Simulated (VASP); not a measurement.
**B: relaxation of cell and atoms with PBE**

Crystal: B.

```
B
1.0
    -2.71076   -0.02767   -0.04011
    -0.04011   -0.00895   -2.68753
    -0.05534   -5.50880   -0.01790
B
6
Direct
  0.57244 0.06480 0.47332
  0.46087 0.00684 0.98186
  0.00924 0.96846 0.76780
  0.00435 0.90514 0.23362
  0.03709 0.49070 0.04693
  0.91601 0.56406 0.49647
```

```
Program                : VASP 6.6.1
Task                   : relaxation of cell and atoms
Functional             : PBE
Potentials or basis    : VASP PAW PBE potentials, release 64 (B)
Cutoff                 : 640 eV
k mesh                 : 8 × 8 × 4
Occupations            : gaussian, width 0.2 eV
Spin                   : no spin polarisation
Dipole correction      : no
Second try             : not_converged
Further INCAR settings : ALGO = All; EDIFF = 1e-07; IBRION = 2; EDIFFG = -0.025; NSW = 80; ISIF = 3
```

```
Relaxed volume                        : 7.01 Å³/atom
Relaxed cell                          : a = 2.886 Å, b = 2.886 Å, c = 6.062 Å, α = 76.27°, β = 103.74°, γ = 119.91°
Space group after relaxing (to 0.1 Å) : R-3m (No. 166)
Energy gained by relaxing             : 839.5 meV/atom
Ionic steps                           : 76
Pressure after relaxing               : 0.0 GPa
Largest force after relaxing          : 0.019 eV/Å
Band gap on the k mesh                : zero (bands 9 and 10 overlap by 2.01 eV)
```

Forces in eV/Å, atoms in the order of the input:
```
B   -0.001 -0.019 -0.004
B    0.007 -0.006 -0.010
B    0.001  0.015  0.011
B   -0.002  0.004  0.004
B   -0.003  0.012 -0.001
B   -0.001 -0.006 -0.002
```

Stress tensor (GPa, compression positive):
```
 0.06  0.02 -0.05
 0.02 -0.08  0.00
-0.05  0.00  0.01
```

The path:
```
step  energy change (eV)  largest force (eV/Å)  pressure (GPa)  volume (Å³)
   1              0.0000                4.8187           17.14        40.12
   3             -0.9229                1.1445           -8.95        42.76
   5             -1.2749                0.6825            3.01        40.11
   7             -1.3773                0.5365            0.72        40.43
   9             -1.4376                0.5301           -2.33        40.87
  11             -1.5969                1.3632            6.85        39.92
  13             -1.5998                1.5800            8.07        39.82
  15             -1.6419                2.0195            9.57        39.79
  17             -1.7540                2.7537           11.95        39.88
  19             -2.3423                2.2893            8.92        41.20
  21             -2.5427                2.3567            7.74        42.12
  23             -2.8045                1.2453           -3.29        44.47
  25             -2.8903                0.7093           -2.39        44.13
  27             -2.9889                0.5211           -0.57        43.82
  29             -3.0538                0.4645            2.31        43.45
  31             -3.1227                0.5751           -0.48        44.14
  33             -3.1879                0.6218           -1.47        44.40
  35             -3.2775                0.6926            1.52        44.04
  37             -3.3713                0.7648           -0.04        44.39
  39             -3.4932                0.8798           -3.13        44.70
  41             -3.6148                0.5991           -0.92        43.70
  43             -3.7176                0.9848            1.00        42.52
  45             -3.8390                1.2371            2.92        41.71
  47             -3.9360                0.8547            0.92        42.06
  49             -4.0454                0.7946           -1.09        42.60
  51             -4.1321                1.6954           -0.06        42.63
  53             -4.2951                1.7155           -1.43        42.69
  55             -4.4936                2.2207           -2.16        42.49
  57             -4.7692                1.2771            2.88        41.99
  59             -4.9081                1.3266            0.10        42.58
  61             -4.9748                0.5835           -3.59        42.91
  63             -5.0068                0.4657            0.70        42.13
  65             -5.0227                0.2716            1.14        41.90
  67             -5.0291                0.1405           -0.43        42.10
  69             -5.0320                0.1575            0.22        42.08
  71             -5.0344                0.2021           -0.07        42.11
  73             -5.0367                0.0889           -0.25        42.13
  75             -5.0372                0.0361            0.08        42.07
  76             -5.0373                0.0193            0.00        42.08
```

Final structure:
```yaml
crystal:
  lattice:
    - [-2.76295, 0.35556, 0.75299]
    - [0.70383, -0.32374, -2.77996]
    - [0.55327, -6.00131, -0.65519]
  atoms:
    - { symbol: B, position: [0.86119, 0.13853, 0.41615] }
    - { symbol: B, position: [0.04771, 0.95197, 0.97587] }
    - { symbol: B, position: [0.95265, 0.04823, 0.69082] }
    - { symbol: B, position: [0.13854, 0.86133, 0.25046] }
    - { symbol: B, position: [0.75834, 0.24141, 0.11049] }
    - { symbol: B, position: [0.24157, 0.75853, 0.55621] }
```

Levels at points of the mesh, in eV from the Fermi level:
```tsv
k point	band 7	band 8	band 9	band 10	band 11	band 12
(0.00, 0.00, 0.00)	-2.16	-0.14	-0.09	4.70	4.72	5.05
(0.50, 0.00, 0.00)	-5.30	-3.51	-2.83	2.10	3.96	4.06
(0.00, 0.50, 0.00)	-5.30	-3.51	-2.83	2.10	3.97	4.06
(0.50, 0.50, 0.00)	-5.19	-3.41	-2.03	1.66	2.13	2.86
(0.00, 0.00, 0.50)	0.61	0.67	1.31	3.08	4.02	4.03
(0.50, 0.00, 0.50)	-5.20	-3.42	-1.99	1.69	2.17	2.84
(0.00, 0.50, 0.50)	-5.20	-3.42	-1.99	1.69	2.17	2.84
(0.50, 0.50, 0.50)	-5.33	-3.50	-2.87	2.07	3.94	4.04
```

Run time: 18 min on 4 MPI ranks on Intel(R) Xeon(R) Platinum 8375C CPU @ 2.90GHz (Ice Lake), on a shared host, peak memory 0.31 GiB a rank.
